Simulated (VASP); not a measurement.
A run of VASP 6.6.1 is set up as follows.

INCAR

```
  ALGO = Normal
  EDIFF = 1E-7
  ENCUT = 520
  GGA = PS
  ISIF = 2
  ISMEAR = -1
  LASPH = T
  LCHARG = F
  LREAL = F
  LWAVE = F
  NBANDS = 18
  NELM = 60
  PREC = Accurate
  SIGMA = 0.1
```

The input KPOINTS:

```
k-points
0
Gamma
  10 10 8
```

File POSCAR:

```
N
1.0
    4.4319577734      0.0000000000      0.0000000000
    0.0000000000      4.4319577734      0.0000000000
    0.0000000000      0.0000000000      5.7540845631
N
4
Direct
    0.9122658589      0.9122658589      0.0000000000
    0.5877341411      0.4122658589      0.5000000000
    0.0877341411      0.0877341411      0.0000000000
    0.4122658589      0.5877341411      0.5000000000
```

Potentials or basis: VASP PAW PBE potentials, release 64 (N).

Command:

```sh
$ cat potpaw_PBE.64/N/POTCAR > POTCAR
$ mpirun -np 1 vasp_std > vasp.out
```

Task: Estimate the pressure.

Result: 1.8 GPa.

Task: What does it give for the largest force?

Result: 1.871 eV/Å.

Stress tensor (GPa, compression positive):
```
 2.72  0.00  0.00
 0.00  2.72  0.00
 0.00  0.00 -0.16
```

Caveat: the standard files for N, O and F lose accuracy on very short bonds; this functional lacks dispersion, which holds the molecules together, so the pressure and a relaxed volume are unreliable; the PAW data sets were made with another functional, which shifts forces and pressure a little; this functional lacks dispersion, which binds layers or chains, so the pressure and a relaxed spacing across them are unreliable.
